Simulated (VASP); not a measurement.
# ZrO2 in VASP: single point with PBE+D3(BJ)

Aim: the single point of ZrO2 with PBE+D3(BJ).

All numbers are computed with VASP 6.6.1; they aren't measurements. Logs are shortened: lines on timing, memory, paths and dates and some standing lists are left out, and cuts for length are marked.

## Step 1: The cell of the first run

The cell holds a slab with vacuum, 36 atoms: a = 7.195 Å, b = 7.195 Å, c = 23.343 Å, α = 90.00°, β = 90.00°, γ = 120.00°.

## Step 2: Single point, PBE+D3(BJ)

The input, INCAR:

```
ALGO = Normal
DIPOL = 0.5 0.5 0.500
EDIFF = 1E-6
ENCUT = 520
GGA = PE
GGA_COMPAT = F
IDIPOL = 3
ISIF = 2
ISMEAR = 0
IVDW = 12
LASPH = T
LCHARG = T
LDIPOL = T
LELF = T
LREAL = Auto
LVACPOTAV = T
LVHAR = T
LWAVE = F
NBANDS = 168
NELM = 120
NELMDL = -8
PREC = Accurate
SIGMA = 0.05
```

The input, KPOINTS:

```
k-points
0
Gamma
  3 3 1
```

The input, POSCAR:

```
ZrO2
1.0
    7.1949024976      0.0000000000      0.0000000000
   -3.5974512488      6.2309683407      0.0000000000
    0.0000000000      0.0000000000     23.3432666118
O Zr
24 12
Direct
    0.5000000000      0.5000000000      0.3427112466
    0.5000000000      0.0000000000      0.3427112466
    0.0000000000      0.5000000000      0.3427112466
    0.0000000000      0.0000000000      0.3427112466
    0.6666666667      0.3333333333      0.4056267480
    0.6666666667      0.8333333333      0.4056267480
    0.1666666667      0.3333333333      0.4056267480
    0.1666666667      0.8333333333      0.4056267480
    0.8333333333      0.6666666667      0.4685422493
    0.8333333333      0.1666666667      0.4685422493
    0.3333333333      0.6666666667      0.4685422493
    0.3333333333      0.1666666667      0.4685422493
    0.0000000000      0.5000000000      0.5316872210
    0.0000000000      0.0000000000      0.5316872210
    0.5000000000      0.5000000000      0.5316872210
    0.5000000000      0.0000000000      0.5316872210
    0.1666666667      0.8333333333      0.5923466343
    0.1666666667      0.3333333333      0.5923466343
    0.6666666667      0.8333333333      0.5923466343
    0.6666666667      0.3333333333      0.5923466343
    0.3333333333      0.6666666667      0.6582359318
    0.3333333333      0.1666666667      0.6582359318
    0.8333333333      0.6666666667      0.6582359318
    0.8333333333      0.1666666667      0.6582359318
    0.3333333333      0.1666666667      0.3741689973
    0.3333333333      0.6666666667      0.3741689973
    0.8333333333      0.1666666667      0.3741689973
    0.8333333333      0.6666666667      0.3741689973
    0.6666666667      0.3333333333      0.4997062470
    0.6666666667      0.8333333333      0.4997062470
    0.1666666667      0.3333333333      0.4997062470
    0.1666666667      0.8333333333      0.4997062470
    0.0000000000      0.5000000000      0.6240102173
    0.0000000000      0.0000000000      0.6240102173
    0.5000000000      0.5000000000      0.6240102173
    0.5000000000      0.0000000000      0.6240102173
```

Potentials or basis: VASP PAW PBE potentials, release 64 (O, Zr_sv).

Command:

```
cat potpaw_PBE.64/O/POTCAR potpaw_PBE.64/Zr_sv/POTCAR > POTCAR
mpirun -np 1 vasp_std > vasp.out
```

OUTCAR:

```text
EDIFF = 1E-6
   ENCUT = 520
   GGA = PE
   ISIF = 2
   ISMEAR = 0
   IVDW = 12
   LASPH = T
   LREAL = Auto
   NELM = 120
   NELMDL = -8
   PREC = Accurate
 IVDW          = 12

 ion  position               nearest neighbor table
   1  0.500  0.500  0.343-  28 2.20  25 2.20  26 2.20
   2  0.500  0.000  0.343-  27 2.20  26 2.20  25 2.20
   3  0.000  0.500  0.343-  26 2.20  27 2.20  28 2.20
   4  0.000  0.000  0.343-  25 2.20  28 2.20  27 2.20
   5  0.667  0.333  0.406-  29 2.20  27 2.20  25 2.20  28 2.20
   6  0.667  0.833  0.406-  30 2.20  28 2.20  26 2.20  27 2.20
   7  0.167  0.333  0.406-  31 2.20  25 2.20  27 2.20  26 2.20
   8  0.167  0.833  0.406-  32 2.20  26 2.20  28 2.20  25 2.20
   9  0.833  0.667  0.469-  30 2.20  32 2.20  29 2.20  28 2.20
  10  0.833  0.167  0.469-  29 2.20  31 2.20  30 2.20  27 2.20
[... 8 lines left out ...]
  19  0.667  0.833  0.592-  30 2.16  34 2.20  35 2.20  36 2.20
  20  0.667  0.333  0.592-  29 2.16  33 2.20  36 2.20  35 2.20
  21  0.333  0.667  0.658-  33 2.23  36 2.23  35 2.23
  22  0.333  0.167  0.658-  34 2.23  35 2.23  36 2.23
[... 31 lines left out ...]
  Lattice vectors:

 A1 = (   7.1949024976,   0.0000000000,   0.0000000000)
 A2 = (  -3.5974512488,   6.2309683407,   0.0000000000)
 A3 = (   0.0000000000,   0.0000000000,  23.3432666118)

Analysis of symmetry for initial positions (statically):
=====================================================================
 Subroutine PRICEL returns following result:

  LATTYP: Found a hexagonal cell.
 ALAT       =     3.5974512488
 C/A-ratio  =     6.4888347325

  Lattice vectors:

 A1 = (   3.5974512488,   0.0000000000,   0.0000000000)
 A2 = (  -1.7987256244,   3.1154841703,   0.0000000000)
 A3 = (   0.0000000000,   0.0000000000,  23.3432666118)

   4 primitive cells build up your supercell.

 Routine SETGRP: Setting up the symmetry group for a
 hexagonal supercell.

 Subroutine GETGRP returns: Found  6 space group operations
 (whereof  6 operations were pure point group operations)
 out of a pool of 24 trial point group operations.

The static configuration has the point symmetry C_3v.

Analysis of symmetry for dynamics (positions and initial velocities):
=====================================================================
 Subroutine PRICEL returns following result:

  LATTYP: Found a hexagonal cell.
 ALAT       =     3.5974512488
 C/A-ratio  =     6.4888347325

  Lattice vectors:

 A1 = (   3.5974512488,   0.0000000000,   0.0000000000)
 A2 = (  -1.7987256244,   3.1154841703,   0.0000000000)
 A3 = (   0.0000000000,   0.0000000000,  23.3432666118)

   4 primitive cells build up your supercell.

 Routine SETGRP: Setting up the symmetry group for a
 hexagonal supercell.

 Subroutine GETGRP returns: Found  6 space group operations
 (whereof  6 operations were pure point group operations)
 out of a pool of 24 trial point group operations.

The dynamic configuration has the point symmetry C_3v.

 Subroutine INISYM returns: Found  6 space group operations
 (whereof  6 operations are pure point group operations),
 and found     4 'primitive' translations

----------------------------------------------------------------------------------------

                                     Primitive cell

  volume of cell :     261.6267

  direct lattice vectors                    reciprocal lattice vectors
     3.597451249  0.000000000  0.000000000     0.277974580  0.160488699  0.000000000
    -1.798725624  3.115484170  0.000000000     0.000000000  0.320977397  0.000000000
     0.000000000  0.000000000 23.343266612     0.000000000  0.000000000  0.042838906

  length of vectors
     3.597451249  3.597451249 23.343266612     0.320977397  0.320977397  0.042838906

  position of ions in fractional coordinates (direct lattice)
     0.000000000  0.000000000  0.342711247
     0.333333333  0.666666667  0.405626748
     0.666666667  0.333333333  0.468542249
     0.000000000  0.000000000  0.531687221
     0.333333333  0.666666667  0.592346634
     0.666666667  0.333333333  0.658235932
     0.666666667  0.333333333  0.374168997
     0.333333333  0.666666667  0.499706247
     0.000000000  0.000000000  0.624010217

  ion indices of the primitive-cell ions
   primitive index   ion index
                 1           1
                 2           5
                 3          11
                 4          15
                 5          20
                 6          21
                 7          26
                 8          29
                 9          35

----------------------------------------------------------------------------------------

 KPOINTS: k-points

Automatic generation of k-mesh.
 Grid dimensions read from file:
 generate k-points for:    3    3    1

 Generating k-lattice:

  Cartesian coordinates                     Fractional coordinates (reciprocal lattice)
     0.046329097  0.026748116  0.000000000     0.333333333  0.000000000  0.000000000
     0.000000000  0.053496233  0.000000000     0.000000000  0.333333333  0.000000000
     0.000000000  0.000000000  0.042838906     0.000000000  0.000000000  1.000000000

  Length of vectors
     0.053496233  0.053496233  0.042838906

  Shift w.r.t. Gamma in fractional coordinates (k-lattice)
     0.000000000  0.000000000  0.000000000

 Subroutine IBZKPT returns following result:
 ===========================================

 Found      3 irreducible k-points:

 Following reciprocal coordinates:
            Coordinates               Weight
  0.000000  0.000000  0.000000      1.000000
  0.333333  0.000000  0.000000      6.000000
  0.333333  0.333333  0.000000      2.000000
   k-points           NKPTS =      3   k-points in BZ     NKDIM =      3   number of bands    NBANDS=    168
   number of dos      NEDOS =    301   number of ions     NIONS =     36
   total plane-waves  NPLWV = 524880
   dimension x,y,z NGX =    54 NGY =   54 NGZ =  180
   dimension x,y,z NGXF=   108 NGYF=  108 NGZF=  360
   ions per type =              24  12
   NGX,Y,Z   is equivalent  to a cutoff of  12.48, 12.48, 12.82 a.u.
   NGXF,Y,Z  is equivalent  to a cutoff of  24.95, 24.95, 25.64 a.u.
 SYSTEM =  unknown system
   PREC   = accura    normal or accurate (medium, high low for compatibility)
   ISTART =      0    job   : 0-new  1-cont  2-samecut
   ICHARG =      2    charge: 1-file 2-atom 10-const
   ISPIN  =      1    spin polarized calculation?
   LNONCOLLINEAR =      F non collinear calculations
   LSORBIT =      F    spin-orbit coupling
   LASPH  =      T    aspherical Exc in radial PAW
   ENCUT  =  520.0 eV  38.22 Ry    6.18 a.u.  13.38 13.38 43.40*2*pi/ulx,y,z
   NELM   =    120;   NELMIN=  2; NELMDL= -8     # of ELM steps
   EDIFF  = 0.1E-05   stopping-criterion for ELM
   LREAL  =      T    real-space projection
   EDIFFG = 0.1E-04   stopping-criterion for IOM
   NSW    =      0    number of steps for IOM
   IBRION =     -1    ionic relax: 0-MD 1-quasi-New 2-CG
   NFREE  =      0    steps in history (QN), initial steepest desc. (CG)
   ISIF   =      2    stress and relaxation
   ISYM   =      2    0-nonsym 1-usesym 2-fastsym
   POTIM  = 0.5000    time-step for ionic-motion
   TEBEG  =    0.0;   TEEND  =   0.0 temperature during run
   PSTRESS=    0.0 pullay stress
   NELECT =     288.0000    total number of electrons
   NUPDOWN=      -1.0000    fix difference up-down
   EMIN   =  10.00;   EMAX   =-10.00  energy-range for DOS
   EFERMI =   0.00;   METHOD = LEGACY
   ISMEAR =     0;   SIGMA  =   0.05  broadening in eV -4-tet -1-fermi 0-gaus
   EFERMI_NEDOS =   21; number of points for ismear=-14 and -15
   IALGO  =     38    algorithm
   IMIX   =      4    mixing-type and parameters
     AMIX     =   0.40;   BMIX     =  1.00
     AMIX_MAG =   1.60;   BMIX_MAG =  1.00
  volume/ion in A,a.u.               =      29.07       196.17
  Fermi-wavevector in a.u.,A,eV,Ry     =   1.064858  2.012290 15.427948  1.133922
  Thomas-Fermi vector in A             =   2.200390
   LORBIT       =      0    0 simple, 1 ext, 2 COOP (PROOUT), +10 PAW based schemes
   GGA     = PE    functional components
   LHFCALC =     F    Hartree Fock is set to
   AEXX    =    0.0000 exact exchange contribution
   IVDW    =    12    specifies the selected vdW correction
   LEPSILON=     F    determine dielectric tensor
   LRPA    =     F    only Hartree local field effects (RPA)
 non-spin polarized calculation
 Gauss-broadening in eV      SIGMA  =   0.05
  energy-cutoff  :      520.00
  volume of cell :     1046.51
 maximum number of plane-waves:     28209
 NGX is ok and might be reduce to    54
   NGX = 27   NGY = 27   NGZ = 87

 number of electron     287.9999993 magnetization

 dipolmoment           0.000000      0.000000      0.136653 electrons x Angstroem

 Free energy of the ion-electron system (eV)
  ---------------------------------------------------
  ext. energy  EPLUGINS =         0.00000000
  ---------------------------------------------------
  free energy    TOTEN  =      -338.28425698 eV

  energy without entropy =     -338.28425698  energy(sigma->0) =     -338.28425698

 E-fermi :  -1.1563     XC(G=0):  -5.0936

 val. band max:       -1.4819935178   @ k =   0.0000   0.0000   0.0000
 cond. band min:       2.1462724352   @ k =   0.0000   0.0000   0.0000
 fundamental gap:      3.6282659530
 Fermi energy:        -1.1563241152

 k-point     1 :       0.0000    0.0000    0.0000
  band No.  band energies     occupation
      1     -49.5305      2.00000
      2     -49.4978      2.00000
      3     -49.4978      2.00000
      4     -49.4978      2.00000
      5     -49.4761      2.00000
      6     -49.4453      2.00000
[... 466 lines left out ...]
    155       2.8439      0.00000
    156       2.9628      0.00000
 [bands above 156 left out]

------------------------ aborting loop because EDIFF is reached ----------------------------------------

 Edisp (eV)   -7.18984

 E8    (eV) :    -3.1597

  FORCE on cell =-STRESS in cart. coord.  units (eV):
  Direction    XX          YY          ZZ          XY          YZ          ZX
  --------------------------------------------------------------------------------------
  -------------------------------------------------------------------------------------
  Total     -26.43601   -26.43601    -0.71562     0.00000     0.00000     0.00000
  in kB     -40.47291   -40.47291    -1.09560     0.00000     0.00000     0.00000
  external pressure =      -27.35 kB  Pullay stress =        0.00 kB

 VOLUME and BASIS-vectors are now :
 -----------------------------------------------------------------------------
  energy-cutoff  :      520.00
  volume of cell :     1046.51
      direct lattice vectors                 reciprocal lattice vectors
     7.194902498  0.000000000  0.000000000     0.138987290  0.080244349  0.000000000
    -3.597451249  6.230968341  0.000000000     0.000000000  0.160488699  0.000000000
     0.000000000  0.000000000 23.343266612     0.000000000  0.000000000  0.042838906

 POSITION                                       TOTAL-FORCE (eV/Angst)
 -----------------------------------------------------------------------------------
      1.79873      3.11548      8.00000        -0.000000      0.000000     -0.683184
      3.59745      0.00000      8.00000        -0.000000     -0.000000     -0.683184
     -1.79873      3.11548      8.00000        -0.000000      0.000000     -0.683184
      0.00000      0.00000      8.00000        -0.000000     -0.000000     -0.683184
      3.59745      2.07699      9.46865         0.000000      0.000000      0.248467
      1.79873      5.19247      9.46865        -0.000000     -0.000000      0.248467
[... 28 lines left out ...]
      1.79873      3.11548     14.56644        -0.000000      0.000000      0.030776
      3.59745      0.00000     14.56644         0.000000      0.000000      0.030776
 -----------------------------------------------------------------------------------
    total drift:                               -0.000000      0.000001      0.005340

  FREE ENERGIE OF THE ION-ELECTRON SYSTEM (eV)
  ---------------------------------------------------
  free  energy   TOTEN  =      -345.4740966229 eV

  energy  without entropy=     -345.4740966229  energy(sigma->0) =     -345.47409662

 vacuum level on the upper side and lower side of the slab         5.468         4.917
```

Wall time 56 min (1 thread of Intel Xeon 8259CL, shared host); peak memory 1.2 GiB.

What came out:

```
Free energy                : -345.4741 eV
Largest force              : 0.822 eV/Å
Band gap on the k mesh     : 3.63 eV
Dispersion energy per atom : -0.200 eV
```

Forces in eV/Å, atoms in the order of the input:
```
O    0.000  0.000 -0.683
O    0.000  0.000 -0.683
O    0.000  0.000 -0.683
O    0.000  0.000 -0.683
O    0.000  0.000  0.248
O    0.000  0.000  0.248
O    0.000  0.000  0.248
O    0.000  0.000  0.248
O    0.000  0.000 -0.429
O    0.000  0.000 -0.429
O    0.000  0.000 -0.429
O    0.000  0.000 -0.429
O    0.000  0.000 -0.002
O    0.000  0.000 -0.002
O    0.000  0.000 -0.002
O    0.000  0.000 -0.002
O    0.000  0.000  0.005
O    0.000  0.000  0.005
O    0.000  0.000  0.005
O    0.000  0.000  0.005
O    0.000  0.000  0.012
O    0.000  0.000  0.012
O    0.000  0.000  0.012
O    0.000  0.000  0.012
Zr   0.000  0.000  0.822
Zr   0.000  0.000  0.822
Zr   0.000  0.000  0.822
Zr   0.000  0.000  0.822
Zr   0.000  0.000 -0.004
Zr   0.000  0.000 -0.004
Zr   0.000  0.000 -0.004
Zr   0.000  0.000 -0.004
Zr   0.000  0.000  0.031
Zr   0.000  0.000  0.031
Zr   0.000  0.000  0.031
Zr   0.000  0.000  0.031
```

Levels at points of the mesh, in eV from the valence-band top:
```
           k point  band 142  band 143  band 144  band 145  band 146  band 147
(0.00, 0.00, 0.00)      0.00      0.00      0.00      3.63      3.63      4.00
```
